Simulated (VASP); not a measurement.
A run of VASP 6.6.1:

The input INCAR:

```
PREC = Accurate
ENCUT = 520
EDIFF = 1E-8
ISMEAR = -1
SIGMA = 0.05
LREAL = F
LASPH = T
NELM = 60
ALGO = Normal
ISIF = 2
LWAVE = F
LCHARG = F
GGA = PS
LEFG = T
NBANDS = 13
```

Contents of KPOINTS:

```
regular mesh
0
Gamma
  8 8 8
```

POSCAR

```
Te
1.0
    0.0000000000      3.3095529740      3.3095529740
    3.3095529740      0.0000000000      3.3095529740
    3.3095529740      3.3095529740      0.0000000000
Te
2
Direct
   -0.2150000000     -0.0950000000     -0.0950000000
    0.2150000000      0.0950000000      0.0950000000
```

Potentials or basis: VASP PAW PBE potentials, release 64 (Te).

Command:

```console
$ cat potpaw_PBE.64/Te/POTCAR > POTCAR
$ mpirun -np 1 vasp_std > vasp.out
```

Hardware: 1 thread of Intel Xeon 6975P-C, on a shared host.

Question: How long does it take, and how much memory?

Answer: Wall time 51 s on 1 thread of Intel Xeon 6975P-C, with other jobs on the host, peak memory 0.23 GiB. Counts: scf iterations 16, k points 65.
